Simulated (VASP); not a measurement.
Wanted: the native input for a VASP 6.6.1 run.

| Property | Result |
| --- | --- |
| Task | single point |
| Functional | PBE |
| Potentials or basis | VASP PAW PBE potentials, release 64 (Al, H) |
| Cutoff | 520 eV |
| k mesh | 5 × 4 × 1 |
| Occupations | gaussian, width 0.1 eV |
| Spin | no spin polarisation |
| Dipole correction | yes |
| Further INCAR settings | LREAL = Auto; ALGO = Normal; EDIFF = 1e-06; NBANDS = 40 |

The structure of Al8H lies in POSCAR:

```
Al8H
1.0
    5.7143028096      0.0000000000      0.0000000000
    0.0000000000      8.0812445328      0.0000000000
    0.0000000000      0.0000000000     22.2437981863
Al H
16 2
Direct
    0.2500000000      0.2500000000      0.1798254042
    0.2500000000      0.7500000000      0.1798254042
    0.7500000000      0.2500000000      0.1798254042
    0.7500000000      0.7500000000      0.1798254042
    0.0000000000      0.0000000000      0.2440489550
    0.0000000000      0.5000000000      0.2440489550
    0.5000000000      0.0000000000      0.2440489550
    0.5000000000      0.5000000000      0.2440489550
    0.2500000000      0.2500000000      0.3102692916
    0.2500000000      0.7500000000      0.3102692916
    0.7500000000      0.2500000000      0.3102692916
    0.7500000000      0.7500000000      0.3102692916
    0.0000000000      0.0000000000      0.3706110853
    0.0000000000      0.5000000000      0.3706110853
    0.5000000000      0.0000000000      0.3706110853
    0.5000000000      0.5000000000      0.3706110853
    0.7500000000     -0.1639598944      0.4483855726
    0.7500000000      0.1639598944      0.4483855726
```

One way to write it, as run:

INCAR

```
SYSTEM = Al8H
  PREC = Accurate
  ENCUT = 520
  EDIFF = 1E-6
  ISMEAR = 0
  SIGMA = 0.1
  LREAL = Auto
  LASPH = .TRUE.
  NELM = 100
  ALGO = Normal
  ISIF = 2
  LWAVE = .FALSE.
  LCHARG = .FALSE.
  LDIPOL = .TRUE.
  IDIPOL = 3
  DIPOL = 0.5 0.5 0.295
  GGA = PE
  NBANDS = 40
```

KPOINTS

```
Automatic mesh
0
G
  5 4 1
  0 0 0
```

Potentials or basis: VASP PAW PBE potentials, release 64 (Al, H).

Command:

```console
$ cat potpaw_PBE.64/Al/POTCAR potpaw_PBE.64/H/POTCAR > POTCAR
$ mpirun -np 1 vasp_std > vasp.out
```

Results of the run:

- Largest force: 1.339 eV/Å
- Band gap on the k mesh: zero (bands 25 and 26 overlap by 0.46 eV)

Run time: 8.1 min on 1 thread of Intel(R) Xeon(R) 6975P-C (Granite Rapids), with other jobs on the host, peak memory 0.9 GiB.
